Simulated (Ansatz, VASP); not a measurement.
EuH4N2: VASP beside Ansatz

```
Eu N H
1.0
     9.41000    0.00000    0.00000
     0.00000   11.30000    0.00000
     0.00000    0.00000   14.82000
Eu N H
1 2 4
Direct
  0.47840 0.60145 0.50088
  0.50659 0.48798 0.62924
  0.48640 0.48908 0.37098
  0.50816 0.50862 0.69648
  0.52200 0.39823 0.62845
  0.50212 0.39931 0.37209
  0.47821 0.50815 0.30364
```

Alike in both runs: task single point; functional PBE; k mesh 1 × 1 × 1; occupations gaussian, width 0.01 eV; collinear spin.

|  | VASP | Ansatz |
| --- | --- | --- |
| version | VASP 6.6.1 | Ansatz 0.2.0 |
| potentials or method | VASP PAW PBE potentials, release 64 (Eu, N, H), cutoff 520 eV | scalar-relativistic, plane waves, PAW |
| valence electrons in the cell | 31 | 31 |

Ansatz gave:

| Property | Result |
| --- | --- |
| gap on the k mesh at the Fermi level (eV) | 0.45 |
| rms of the force components (eV/Å) | 0.228 |
| net moment per atom (μB) | 1.00 |
| size of the moment on the site where the two differ most (μB) | 6.57 |

Question: What did VASP give for the same quantities?

Answer: gap on the k mesh at the Fermi level (eV): 0.41; rms of the force components (eV/Å): 0.235; net moment per atom (μB): 1.00; size of the moment on the site where the two differ most (μB): 6.63.

Site moments also hang on the region over which each program counts them.

Spin-orbit coupling is off throughout.
